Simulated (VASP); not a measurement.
# TiO2 (P4_2/mnm) in VASP: settings compared, part 3 of 3

VASP 6.6.1. The steps go on from the part before.

### 5 Single point, LDA

This run uses another cell than the first one, of 10.40 Å³/atom, 1.034 times its volume.

INCAR reads:

```
PREC = Accurate
ENCUT = 520
EDIFF = 1E-7
ISMEAR = 0
SIGMA = 0.01
LREAL = False
LASPH = True
NELM = 60
ALGO = Normal
ISIF = 2
LWAVE = False
LCHARG = False
GGA = CA
NBANDS = 33
```

KPOINTS reads:

```
Automatic mesh
0
Gamma
  6 6 8
```

POSCAR reads:

```
TiO2
1.0
    4.5968534828      0.0000000000      0.0000000000
    0.0000000000      4.5968534828      0.0000000000
    0.0000000000      0.0000000000      2.9534912833
Ti O
2 4
Direct
    0.0000000000      0.0000000000      0.0000000000
    0.5000000000      0.5000000000      0.5000000000
    0.3046432215      0.3046432215      0.0000000000
    0.1953567785      0.8046432215      0.5000000000
    0.8046432215      0.1953567785      0.5000000000
    0.6953567785      0.6953567785      0.0000000000
```

Potentials or basis: VASP PAW LDA potentials, release 64 (Ti_sv, O).

Launch:

```
$ cat potpaw_LDA.64/Ti_sv/POTCAR potpaw_LDA.64/O/POTCAR > POTCAR
$ mpirun -np 1 vasp_std > vasp.out
```

Wall time 66 s (1 thread of AMD EPYC 9R45 (Zen 5), shared host); peak memory 0.17 GiB.

The run converged. Its results:

* Free energy: -58.7421 eV
* Pressure: -7.0 GPa
* Largest force: 0.040 eV/Å
* Band gap on the k mesh: 1.77 eV, direct

Forces on the atoms (eV/Å):
```
Ti   0.000  0.000  0.000
Ti   0.000  0.000  0.000
O    0.028  0.028  0.000
O   -0.028  0.028  0.000
O    0.028 -0.028  0.000
O   -0.028 -0.028  0.000
```

Stress tensor (GPa, compression positive):
```
-6.25  0.00  0.00
 0.00 -6.25  0.00
 0.00  0.00 -8.36
```

Levels at points of the mesh, in eV from the valence-band top:
| k point | band 20 | band 21 | band 22 | band 23 | band 24 | band 25 | band 26 | band 27 | band 28 | band 29 |
| --- | --- | --- | --- | --- | --- | --- | --- | --- | --- | --- |
| (0.00, 0.00, 0.00) | -1.99 | -0.70 | -0.46 | -0.46 | 0.00 | 1.77 | 2.06 | 2.33 | 2.43 | 2.43 |
| (0.50, 0.00, 0.00) | -3.08 | -1.65 | -1.65 | -0.75 | -0.75 | 2.45 | 2.45 | 2.96 | 2.96 | 3.52 |
| (0.50, 0.50, 0.00) | -2.24 | -1.31 | -1.31 | -1.08 | -1.08 | 1.82 | 1.82 | 2.45 | 2.45 | 3.80 |
| (0.00, 0.00, 0.50) | -2.78 | -2.44 | -2.44 | -1.44 | -1.44 | 2.92 | 2.92 | 3.12 | 3.12 | 3.63 |
| (0.50, 0.00, 0.50) | -2.41 | -2.08 | -2.08 | -1.05 | -1.05 | 1.81 | 1.81 | 3.14 | 3.14 | 3.88 |
| (0.50, 0.50, 0.50) | -2.75 | -1.31 | -1.31 | -0.68 | -0.68 | 2.52 | 2.52 | 3.14 | 3.14 | 3.16 |

### 6 Single point, r2SCAN

This run uses another cell than the first one, of 10.40 Å³/atom, 1.034 times its volume.

POSCAR is that of step 5.

INCAR.step1 reads:

```
PREC = Accurate
ENCUT = 520
ISMEAR = 0
SIGMA = 0.01
LREAL = F
LASPH = T
NELM = 100
NBANDS = 33
GGA = PE
ALGO = Normal
EDIFF = 1E-4
LWAVE = T
LCHARG = F
```

INCAR.step2 reads:

```
PREC = Accurate
ENCUT = 520
EDIFF = 1E-6
ISMEAR = 0
SIGMA = 0.01
LREAL = F
LASPH = T
NELM = 100
ALGO = Normal
ISIF = 2
LWAVE = F
LCHARG = T
METAGGA = R2SCAN
LMIXTAU = T
LELF = T
LVHAR = T
NBANDS = 33
ISTART = 1
```

KPOINTS reads:

```
regular mesh
0
Gamma
  6 6 8
```

Potentials or basis: VASP PAW PBE potentials, release 64 (Ti_sv, O).

Launch:

```
$ cat potpaw_PBE.64/Ti_sv/POTCAR potpaw_PBE.64/O/POTCAR > POTCAR
$ cp INCAR.step1 INCAR
$ mpirun -np 1 vasp_std > vasp.out
$ cp INCAR.step2 INCAR
$ mpirun -np 1 vasp_std > vasp.out
```

Wall time 3.9 min (1 thread of AMD EPYC 9R45 (Zen 5), shared host); peak memory 0.19 GiB.

Results (log left out):

```
Free energy            : -69.7942 eV
Pressure               : 1.3 GPa
Largest force          : 0.038 eV/Å
Band gap on the k mesh : 2.23 eV, direct
```

Forces on the atoms (eV/Å):
```
Ti   0.000  0.000  0.000
Ti   0.000  0.000  0.000
O   -0.027 -0.027  0.000
O    0.027 -0.027  0.000
O   -0.027  0.027  0.000
O    0.027  0.027  0.000
```

Stress tensor (GPa, compression positive):
```
1.05 0.00 0.00
0.00 1.05 0.00
0.00 0.00 1.78
```

Levels at points of the mesh, in eV from the valence-band top:
| k point | band 21 | band 22 | band 23 | band 24 | band 25 | band 26 | band 27 | band 28 |
| --- | --- | --- | --- | --- | --- | --- | --- | --- |
| (0.00, 0.00, 0.00) | -0.76 | -0.49 | -0.49 | 0.00 | 2.23 | 2.55 | 2.79 | 2.88 |
| (0.50, 0.00, 0.00) | -1.70 | -1.70 | -0.77 | -0.77 | 2.92 | 2.92 | 3.41 | 3.41 |
| (0.50, 0.50, 0.00) | -1.38 | -1.38 | -1.13 | -1.13 | 2.27 | 2.27 | 2.90 | 2.90 |
| (0.00, 0.00, 0.50) | -2.40 | -2.40 | -1.48 | -1.48 | 3.33 | 3.33 | 3.59 | 3.59 |
| (0.50, 0.00, 0.50) | -2.08 | -2.08 | -1.09 | -1.09 | 2.29 | 2.29 | 3.62 | 3.62 |
| (0.50, 0.50, 0.50) | -1.31 | -1.31 | -0.72 | -0.72 | 2.97 | 2.97 | 3.60 | 3.60 |

Caveat: the PAW data sets were made with another functional, which shifts forces and pressure a little. A k mesh can miss the band edges.

### 7 Relaxation of cell and atoms, PBEsol

This run uses another cell than the first one, of 10.65 Å³/atom, 1.059 times its volume.

INCAR reads:

```
SYSTEM = TiO2
PREC = Accurate ; ENCUT = 600
EDIFF = 1E-7 ; ISMEAR = -1
SIGMA = 0.02 ; LREAL = .False.
LASPH = .True. ; NELM = 100
ALGO = Normal ; ISIF = 3
LWAVE = .False. ; LCHARG = .False.
GGA = PS ; IBRION = 2
NSW = 80 ; EDIFFG = -0.005
```

KPOINTS reads:

```
Automatic mesh
0
Gamma
  6 6 8
  0 0 0
```

POSCAR reads:

```
TiO2
1.0
    4.6433015421      0.0000000000      0.0000000000
    0.0000000000      4.6433015421      0.0000000000
    0.0000000000      0.0000000000      2.9640763260
Ti O
2 4
Direct
    0.0000000000      0.0000000000      0.0000000000
    0.5000000000      0.5000000000      0.5000000000
    0.3051320929      0.3051320929      0.0000000000
    0.1948679071      0.8051320929      0.5000000000
    0.8051320929      0.1948679071      0.5000000000
    0.6948679071      0.6948679071      0.0000000000
```

Launch:

```
$ cat potpaw_PBE.64/Ti_sv/POTCAR potpaw_PBE.64/O/POTCAR > POTCAR
$ mpirun -np 1 vasp_std > vasp.out
```

It took 5.5 min on 1 thread of AMD EPYC 9R45 (Zen 5), shared host; peak memory 0.22 GiB.

Results (log left out):

```yaml
Free_energy: -56.1120 eV
Relaxed_volume: 10.34 Å³/atom
Relaxed_cell: a = 4.593 Å, b = 4.593 Å, c = 2.941 Å, α = 90.00°, β = 90.00°, γ = 90.00°
Space_group_after_relaxing_to_0.05_Å: P4_2/mnm (No. 136)
Energy_gained_by_relaxing: 6.2 meV/atom
Ionic_steps: 8
Pressure_after_relaxing: 0.0 GPa
Largest_force_after_relaxing: 0.003 eV/Å
Band_gap_on_the_k_mesh: 1.83 eV, direct
```

Forces on the atoms (eV/Å):
```
Ti   0.000  0.000  0.000
Ti   0.000  0.000  0.000
O    0.002  0.002  0.000
O   -0.002  0.002  0.000
O    0.002 -0.002  0.000
O   -0.002 -0.002  0.000
```

The path:
| step | energy change (eV) | largest force (eV/Å) | pressure (GPa) | volume (Å³) |
| --- | --- | --- | --- | --- |
| 1 | 0.0000 | 0.0471 | -6.37 | 63.91 |
| 2 | 0.0265 | 0.3615 | 9.23 | 60.07 |
| 3 | -0.0350 | 0.1174 | -0.14 | 62.22 |
| 4 | -0.0350 | 0.1209 | -0.01 | 62.18 |
| 5 | -0.0372 | 0.0235 | 0.08 | 62.05 |
| 6 | -0.0373 | 0.0025 | 0.10 | 62.01 |
| 7 | -0.0373 | 0.0040 | -0.11 | 62.07 |
| 8 | -0.0373 | 0.0034 | -0.03 | 62.05 |

Final structure:
```
CELL_PARAMETERS angstrom
4.59295 0.00000 0.00000
0.00000 4.59295 0.00000
0.00000 0.00000 2.94130
ATOMIC_POSITIONS crystal
Ti 0.00000 0.00000 0.00000
Ti 0.50000 0.50000 0.50000
O 0.30430 0.30430 0.00000
O 0.19570 0.80430 0.50000
O 0.80430 0.19570 0.50000
O 0.69570 0.69570 0.00000
```

Levels at points of the mesh, in eV from the valence-band top:
```tsv
k point	band 21	band 22	band 23	band 24	band 25	band 26	band 27	band 28
(0.00, 0.00, 0.00)	-0.69	-0.46	-0.46	0.00	1.83	2.11	2.41	2.50
(0.50, 0.00, 0.00)	-1.64	-1.64	-0.76	-0.76	2.51	2.51	3.04	3.04
(0.50, 0.50, 0.00)	-1.29	-1.29	-1.09	-1.09	1.87	1.87	2.53	2.53
(0.00, 0.00, 0.50)	-2.43	-2.43	-1.45	-1.45	2.98	2.98	3.22	3.22
(0.50, 0.00, 0.50)	-2.08	-2.08	-1.06	-1.06	1.88	1.88	3.25	3.25
(0.50, 0.50, 0.50)	-1.31	-1.31	-0.68	-0.68	2.59	2.59	3.20	3.20
```

Caveat: the PAW data sets were made with another functional, which shifts forces and pressure a little.

### 8 Summary

```tsv
task	level	potentials or basis	cell	cutoff (eV)	smearing	gap on the mesh (eV)	pressure (GPa)	largest force (eV/Å)
single point	LDA	VASP PAW LDA potentials, release 64 (Ti_sv, O)	a = 4.548, b = 4.548, c = 2.917 Å, 6 atoms	520	fermi-dirac 0.02 eV	1.83	1.3	0.04
single point	PBEsol	VASP PAW PBE potentials, release 64 (Ti_sv, O)	a = 4.591, b = 4.591, c = 2.939 Å, 6 atoms	520	fermi-dirac 0.02 eV	1.84	0.7	0.03
single point	PBE	VASP PAW PBE potentials, release 64 (Ti_sv, O)	a = 4.597, b = 4.597, c = 2.953 Å, 6 atoms	520	fermi-dirac 0.02 eV	1.86	5.9	0.08
single point	LDA	VASP PAW LDA potentials, release 64 (Ti_sv, O)	a = 4.597, b = 4.597, c = 2.953 Å, 6 atoms	520	gaussian 0.01 eV	1.77	-7.0	0.04
single point	r2SCAN	VASP PAW PBE potentials, release 64 (Ti_sv, O)	a = 4.597, b = 4.597, c = 2.953 Å, 6 atoms	520	gaussian 0.01 eV	2.23	1.3	0.04
relaxation of cell and atoms	PBEsol	VASP PAW PBE potentials, release 64 (Ti_sv, O)	relaxed from a = 4.643, b = 4.643, c = 2.964 Å, 6 atoms	600	fermi-dirac 0.02 eV	1.83	0.0	-
```

Alike in all rows: no spin polarisation; k mesh 6 × 6 × 8.

Caveats: the PAW data sets were made with another functional, which shifts forces and pressure a little (some runs).

Total energies depend on the potentials used, so only differences within one code and one set of settings carry meaning.
